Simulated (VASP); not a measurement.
# InP (F-43m) in VASP: a series of runs, part 2 of 2

VASP 6.6.1. The steps go on from the part before.

## Step 4: Single point, PBEsol

This run uses another cell than the first one, of 25.03 Å³/atom, 1.392 times its volume.

Contents of INCAR:

```
PREC = Accurate
ENCUT = 520
EDIFF = 1E-6
ISMEAR = 0
SIGMA = 0.01
LREAL = False
LASPH = True
NELM = 100
ALGO = Normal
ISIF = 2
LWAVE = False
LCHARG = False
GGA = PS
NBANDS = 16
```

Contents of KPOINTS:

```
Automatic mesh
0
Gamma
  10 10 10
```

Contents of POSCAR:

```
InP
1.0
    0.0000000000      2.9251321049      2.9251321049
    2.9251321049      0.0000000000      2.9251321049
    2.9251321049      2.9251321049      0.0000000000
In P
1 1
Direct
    0.0000000000      0.0000000000      0.0000000000
    0.7500000000      0.7500000000      0.7500000000
```

Run with:

```
$ cat potpaw_PBE.64/In_d/POTCAR potpaw_PBE.64/P/POTCAR > POTCAR
$ mpirun -np 1 vasp_std > vasp.out
```

It took 12 s on 1 thread of Intel Xeon 6975P-C (Granite Rapids), shared host; peak memory 0.19 GiB.

Results (log left out):

| Quantity | Value |
| --- | --- |
| Free energy | -9.1543 eV |
| Pressure | 1.0 GPa |
| Band gap on the k mesh | 0.64 eV, direct |

Levels at points of the mesh, in eV from the valence-band top:
```csv
k point,band 7,band 8,band 9,band 10,band 11,band 12
"(0.00, 0.00, 0.00)",0.00,0.00,0.00,0.64,4.02,4.02
"(0.50, 0.00, 0.00)",-5.83,-0.99,-0.99,1.41,4.74,4.74
"(0.50, 0.50, 0.00)",-5.84,-2.37,-2.37,1.62,2.16,9.13
```

Caveat: the PAW data sets were made with another functional, which shifts forces and pressure a little; spin-orbit coupling is left out, which moves the levels of the heavy elements.

## Step 5: Relaxation of cell and atoms, PBEsol, target pressure 1 GPa, at which the enthalpy is minimised

This run uses another cell than the first one, of 25.39 Å³/atom, 1.412 times its volume.

Contents of INCAR:

```
  ALGO = Normal
  EDIFF = 1E-6
  EDIFFG = -0.001
  ENCUT = 600
  GGA = PS
  IBRION = 2
  ISIF = 3
  ISMEAR = 0
  LASPH = True
  LCHARG = False
  LREAL = False
  LWAVE = False
  NELM = 80
  NSW = 80
  PREC = Accurate
  PSTRESS = 10.0
  SIGMA = 0.01
```

Contents of KPOINTS:

```
k-points
0
Gamma
  10 10 10
```

Contents of POSCAR:

```
InP
1.0
    0.0000000000      2.9390910347      2.9390910347
    2.9390910347      0.0000000000      2.9390910347
    2.9390910347      2.9390910347      0.0000000000
In P
1 1
Direct
    0.0000000000      0.0000000000      0.0000000000
    0.7500000000      0.7500000000      0.7500000000
```

Potentials or basis: VASP PAW PBE potentials, release 64 (In_d, P).

Run with:

```
$ cat potpaw_PBE.64/In_d/POTCAR potpaw_PBE.64/P/POTCAR > POTCAR
$ mpirun -np 1 vasp_std > vasp.out
```

OUTCAR:

```text
EDIFF = 1E-6
   EDIFFG = -0.001
   ENCUT = 600
   GGA = PS
   IBRION = 2
   ISIF = 3
   ISMEAR = 0
   LASPH = True
   LREAL = False
   NELM = 80
   NSW = 80
   PREC = Accurate
   PSTRESS = 10.0

 ion  position               nearest neighbor table
   1  0.000  0.000  0.000-   2 2.55   2 2.55   2 2.55   2 2.55
   2  0.750  0.750  0.750-   1 2.55   1 2.55   1 2.55   1 2.55

  LATTYP: Found a face centered cubic cell.
 ALAT       =     5.8781820694

  Lattice vectors:

 A1 = (   0.0000000000,   2.9390910347,   2.9390910347)
 A2 = (   2.9390910347,   0.0000000000,   2.9390910347)
 A3 = (   2.9390910347,   2.9390910347,   0.0000000000)

Analysis of symmetry for initial positions (statically):
=====================================================================
 Subroutine PRICEL returns:
 Original cell was already a primitive cell.

 Routine SETGRP: Setting up the symmetry group for a
 face centered cubic supercell.

 Subroutine GETGRP returns: Found 24 space group operations
 (whereof 24 operations were pure point group operations)
 out of a pool of 48 trial point group operations.

The static configuration has the point symmetry T_d .

Analysis of symmetry for dynamics (positions and initial velocities):
=====================================================================
 Subroutine PRICEL returns:
 Original cell was already a primitive cell.

 Routine SETGRP: Setting up the symmetry group for a
 face centered cubic supercell.

 Subroutine GETGRP returns: Found 24 space group operations
 (whereof 24 operations were pure point group operations)
 out of a pool of 48 trial point group operations.

The dynamic configuration has the point symmetry T_d .

 Subroutine INISYM returns: Found 24 space group operations
 (whereof 24 operations are pure point group operations),
 and found     1 'primitive' translations

[... 135 lines left out ...]

 number of electron      17.9999998 magnetization

 Free energy of the ion-electron system (eV)
  ---------------------------------------------------
  ext. energy  EPLUGINS =         0.00000000
  ---------------------------------------------------
  free energy    TOTEN  =        -9.15706701 eV

  energy without entropy =       -9.15706701  energy(sigma->0) =       -9.15706701

------------------------ aborting loop because EDIFF is reached ----------------------------------------

  FORCE on cell =-STRESS in cart. coord.  units (eV):
  Direction    XX          YY          ZZ          XY          YZ          ZX
  --------------------------------------------------------------------------------------
  -------------------------------------------------------------------------------------
  Total        0.0076006      0.0076006      0.0076006      0.0000000     -0.0000000     -0.0000000
  in kB        0.2398221      0.2398221      0.2398221      0.0000000     -0.0000000     -0.0000000
  external PRESSURE =      -9.7601779 kB  Pullay stress =      10.0000000 kB
[... 97 lines left out ...]
  energy  without entropy=       -9.1548183211  energy(sigma->0) =       -9.15481832

  enthalpy is  TOTEN    =        -8.8423321151 eV   P V=        0.3124862060

[... ionic steps 4 to 12 ...]

--------------------------------------- Ionic step       13  -------------------------------------------

 number of electron      17.9999999 magnetization

------------------------ aborting loop because EDIFF is reached ----------------------------------------
[... 71 lines left out ...]
--------------------------------------- Ionic step       15  -------------------------------------------

 number of electron      17.9999999 magnetization

 Free energy of the ion-electron system (eV)
  ---------------------------------------------------
  ext. energy  EPLUGINS =         0.00000000
  ---------------------------------------------------
  free energy    TOTEN  =        -9.15484649 eV

  energy without entropy =       -9.15484649  energy(sigma->0) =       -9.15484649

 E-fermi :   5.2158     XC(G=0):  -9.5023

 val. band max:        5.1485053688   @ k =   0.0000   0.0000   0.0000
 cond. band min:       5.7917197524   @ k =   0.0000   0.0000   0.0000
 fundamental gap:      0.6432143836
 Fermi energy:         5.2158433317

 k-point     1 :       0.0000    0.0000    0.0000
  band No.  band energies     occupation
      1      -9.0109      2.00000
      2      -9.0109      2.00000
      3      -9.0108      2.00000
      4      -8.8535      2.00000
      5      -8.8535      2.00000
      6      -6.4358      2.00000
      7       5.1485      2.00000
      8       5.1485      2.00000
      9       5.1485      2.00000
     10       5.7917      0.00000
     11       9.1647      0.00000
     12       9.1647      0.00000
     13       9.1647      0.00000
[... 354 lines left out ...]
  band No.  band energies     occupation
      1      -9.1656      2.00000
      2      -8.9318      2.00000
      3      -8.9282      2.00000
      4      -8.8907      2.00000
      5      -8.8259      2.00000
      6      -4.7302      2.00000
      7       0.3517      2.00000
      8       2.9062      2.00000
      9       3.1830      2.00000
     10       7.2829      0.00000
     11       8.1049      0.00000
     12      11.9391      0.00000
     13      12.6154      0.00000

 [... further k-points ...]
[... 5 lines left out ...]
  --------------------------------------------------------------------------------------
  -------------------------------------------------------------------------------------
  Total        0.3121850      0.3121850      0.3121850     -0.0000000      0.0000000     -0.0000000
  in kB        9.9894532      9.9894532      9.9894532     -0.0000000      0.0000000     -0.0000000
  external PRESSURE =      -0.0105468 kB  Pullay stress =      10.0000000 kB
[... 21 lines left out ...]
  energy  without entropy=       -9.1548464874  energy(sigma->0) =       -9.15484649

  enthalpy is  TOTEN    =        -8.8423318896 eV   P V=        0.3125145978

 reached required accuracy - stopping structural energy minimisation
```

OSZICAR:

```text
N       E                     dE             d eps       ncg     rms          rms(c)
DAV:   1     0.121209873352E+03    0.12121E+03   -0.93823E+03  1222   0.170E+03
DAV:   2    -0.204760455362E+00   -0.12141E+03   -0.11767E+03  1267   0.359E+02
DAV:   3    -0.927939605574E+01   -0.90746E+01   -0.90200E+01  1577   0.978E+01
DAV:   4    -0.954510935079E+01   -0.26571E+00   -0.26545E+00  1435   0.177E+01
[... 74 lines left out ...]
  14 F= -.88423317E+01 E0= -.88423317E+01  d E =-.387646E-06
       N       E                     dE             d eps       ncg     rms          rms(c)
DAV:   1    -0.915484781157E+01    0.26366E-04   -0.28412E-05  1497   0.119E-01    0.725E-03
DAV:   2    -0.915484660610E+01    0.12055E-05   -0.23046E-06   997   0.398E-02    0.255E-03
DAV:   3    -0.915484648739E+01    0.11871E-06   -0.54910E-07   611   0.180E-02
  15 F= -.88423319E+01 E0= -.88423319E+01  d E =-.559131E-06
```

CONTCAR:

```text
InP
   1.00000000000000
     0.0000000000000000    2.9253890516424543    2.9253890516424543
     2.9253890516424543    0.0000000000000000    2.9253890516424543
     2.9253890516424543    2.9253890516424543    0.0000000000000000
  In              P
     1     1
Direct
     0.0000000000000000    0.0000000000000000    0.0000000000000000
     0.7500000000000000    0.7500000000000000    0.7500000000000000

  0.00000000E+00  0.00000000E+00  0.00000000E+00
  0.00000000E+00  0.00000000E+00  0.00000000E+00
```

It took 71 s on 1 thread of Intel Xeon 6975P-C (Granite Rapids), shared host; peak memory 0.23 GiB.

Results:

```yaml
Free_energy: -9.1548 eV
Relaxed_volume: 25.04 Å³/atom
Relaxed_cell: a = 4.137 Å, b = 4.137 Å, c = 4.137 Å, α = 60.00°, β = 60.00°, γ = 60.00°
Space_group_after_relaxing_to_0.05_Å: F-43m (No. 216)
Energy_change_on_relaxing_the_enthalpy_is_what_falls: +1.1 meV/atom
Ionic_steps: 15
Pressure_after_relaxing: 1.0 GPa
Band_gap_on_the_k_mesh: 0.64 eV, direct
```

Step by step:
```tsv
step	energy change (eV)	largest force (eV/Å)	pressure (GPa)	volume (Å³)
1	0.0000	0.0000	0.02	50.78
2	0.0056	0.0000	1.62	49.65
3	0.0022	0.0000	1.02	50.07
4	0.0022	0.0000	0.98	50.08
5	0.0022	0.0000	0.98	50.08
6	0.0022	0.0000	0.98	50.08
7	0.0022	0.0000	0.98	50.08
8	0.0022	0.0000	0.98	50.08
9	0.0022	0.0000	0.98	50.08
10	0.0022	0.0000	0.98	50.08
11	0.0022	0.0000	0.98	50.08
12	0.0022	0.0000	0.98	50.08
13	0.0022	0.0000	0.98	50.08
14	0.0022	0.0000	0.98	50.07
15	0.0022	0.0000	1.00	50.07
```

Final structure:
```
In P
1.0
     0.00000    2.92539    2.92539
     2.92539    0.00000    2.92539
     2.92539    2.92539    0.00000
In P
1 1
Cartesian
  0.0000 0.0000 0.0000
  4.3881 4.3881 4.3881
```

Caveat: the cell is relaxed towards a set pressure, so the enthalpy falls and the energy may rise; the PAW data sets were made with another functional, which shifts forces and pressure a little; spin-orbit coupling is left out, which moves the levels of the heavy elements.

## Step 6: Overview

| task | cell | cutoff (eV) | gap on the mesh (eV) | pressure (GPa) |
| --- | --- | --- | --- | --- |
| single point | a = 3.705 Å, angles 60.0°, 2 atoms | 520 | 0.87 | 49.7 |
| relaxation of cell and atoms | relaxed to 50 GPa from a = 4.157 Å, angles 60.0°, 2 atoms | 600 | 0.87 | 50.0 |
| single point | a = 4.137 Å, angles 60.0°, 2 atoms | 520 | 0.64 | 1.0 |
| relaxation of cell and atoms | relaxed to 1 GPa from a = 4.157 Å, angles 60.0°, 2 atoms | 600 | 0.64 | 1.0 |

Alike in all rows: level PBEsol; potentials or basis VASP PAW PBE potentials, release 64 (In_d, P); no spin polarisation; k mesh 10 × 10 × 10; smearing gaussian 0.01 eV.

Caveats: the PAW data sets were made with another functional, which shifts forces and pressure a little; spin-orbit coupling is left out, which moves the levels of the heavy elements; the cell is relaxed towards a set pressure, so the enthalpy falls and the energy may rise (some runs); the volume moved by over 15 % at a fixed basis, so the end points are rough (some runs).

Absolute energies hang on the potentials; compare differences alone.
